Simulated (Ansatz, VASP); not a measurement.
Al3H2: VASP beside Ansatz

INCAR

```
SYSTEM = Al3H2
ALGO = Normal
EDIFF = 1E-6
EDIFFG = -0.08
ENCUT = 600
GGA = PE
IBRION = 2
ISIF = 3
ISMEAR = 0
LASPH = .True.
LCHARG = .False.
LREAL = .False.
LWAVE = .False.
NELM = 60
NSW = 36
PREC = Accurate
SIGMA = 0.2
```

KPOINTS

```
k-points
0
Gamma
  6 6 2
  0 0 0
```

Contents of POSCAR:

```
Al3H2
1.0
    2.9000000000      0.0000000000      0.0000000000
   -1.4500000000      2.5114736700      0.0000000000
    0.0000000000      0.0000000000      8.1700000000
Al H
3 2
Direct
    0.3333333300      0.6666666700      0.3000000000
    0.6666666700      0.3333333300      0.7000000000
    0.0000000000      0.0000000000      0.0000000000
    0.3333333300      0.6666666700      0.5600000000
    0.6666666700      0.3333333300      0.4400000000
```

Input for Ansatz:

```yaml
crystal:
  lattice:
    - [2.9, 0.0, 0.0]
    - [-1.45, 2.51147367, 0.0]
    - [0.0, 0.0, 8.17]
  atoms:
    - { symbol: Al, position: [0.33333333, 0.66666667, 0.3] }
    - { symbol: Al, position: [0.66666667, 0.33333333, 0.7] }
    - { symbol: Al, position: [0.0, 0.0, 0.0] }
    - { symbol: H, position: [0.33333333, 0.66666667, 0.56] }
    - { symbol: H, position: [0.66666667, 0.33333333, 0.44] }
basis:
  ecutwfc: 420
kpoints:
  mp_grid: { grid: [6, 6, 2] }
hamiltonian:
  xc: pbe
scf:
  occupations: { method: gaussian, width: 0.2 }
  lower_state_search: "off"
output:
  forces: true
  stress: true
  eigenvalues: true
relax:
  adjacent_minimum: "off"
  f_tol: 0.08
  max_steps: 16
  cell: { stress_tol: 0.8 }
```

Alike in both runs: task relaxation of cell and atoms; functional PBE; k mesh 6 × 6 × 2; occupations gaussian, width 0.2 eV; no spin polarisation.

```csv
,VASP,Ansatz
version,VASP 6.6.1,Ansatz 0.2.0
potentials or method,"VASP PAW PBE potentials, release 64 (Al, H), cutoff 600 eV","scalar-relativistic, plane waves, PAW"
valence electrons in the cell,11,11
```

|  | VASP | Ansatz | Ansatz less VASP |
| --- | --- | --- | --- |
| gap on the k mesh at the Fermi level, each at its own relaxed structure (eV) | none | none | - |
| relaxed volume (Å³/atom) | 11.44 | 11.51 | +0.065 |
| relaxed cell length with the largest relative difference (Å) | 8.005 | 8.021 | +0.0166 |

A gap of «none» marks a metal or a gap that the smearing closes.

The k mesh is coarse, so the values compare programs but aren't converged.
